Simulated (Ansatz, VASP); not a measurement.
## Two plane-wave programs on Mo

```
CELL_PARAMETERS angstrom
-1.61972 1.61972 1.58022
1.61972 -1.61972 1.58022
1.61972 1.61972 -1.58022
ATOMIC_POSITIONS crystal
Mo 0.00000 0.00000 0.00000
```

Change from the starting cell: strain +0.025 along x and y, +0.000 along z, atoms carried along.

Alike in both runs: task single point; functional PBE; k mesh 26 × 26 × 26; occupations gaussian, width 0.15 eV; no spin polarisation.

```csv
,VASP,Ansatz
version,VASP 6.6.1,Ansatz 0.2.0
potentials or method,"VASP PAW PBE potentials, release 64 (Mo_sv), cutoff 520 eV","scalar-relativistic, plane waves, PAW"
valence electrons in the cell,14,14
```

```tsv
	VASP	Ansatz	Ansatz less VASP
gap on the k mesh at the Fermi level (eV)	none	none	-
pressure (GPa)	-11.0	-11.4	-0.41
traceless stress, the component that is largest in VASP (GPa)	4.58	4.58	+0.001
```

A gap of «none» marks a metal or a gap that the smearing closes.
